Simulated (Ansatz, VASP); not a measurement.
**CuF in VASP and in Ansatz**

```xyz
4
Lattice="2.7625 0.0000 0.0000 -1.3813 2.3924 0.0000 0.0000 0.0000 6.4020" Properties=species:S:1:pos:R:3 pbc="T T T"
Cu    0.0000    0.0000    0.0000
Cu    0.0000    0.0000    3.2010
F     0.0000    1.5950    1.6005
F     1.3813    0.7975    4.8015
```

Alike in both runs: task single point; functional PBE; k mesh 9 × 9 × 4; occupations fermi-dirac, width 0.001 eV; no spin polarisation.

```csv
,VASP,Ansatz
version,VASP 6.6.1,Ansatz 0.2.0
potentials or method,"VASP PAW PBE potentials, release 64 (Cu, F)",plane waves
plane-wave cutoff (eV),520,420
valence electrons in the cell,36,52
```

VASP gave:

```
pressure (GPa)                                                : 6.2
traceless stress, the component that is largest in VASP (GPa) : 1.95
```

Task: Estimate Ansatz's values.

Result: Pressure (GPa): 6.3; traceless stress, the component that is largest in VASP (GPa): 1.95.

With one functional, cell and mesh, what is left measures potentials, basis and numerics. VASP's potentials hold 36 valence electrons a cell and Ansatz's 52, so a difference there can come from the potentials and not from the codes.
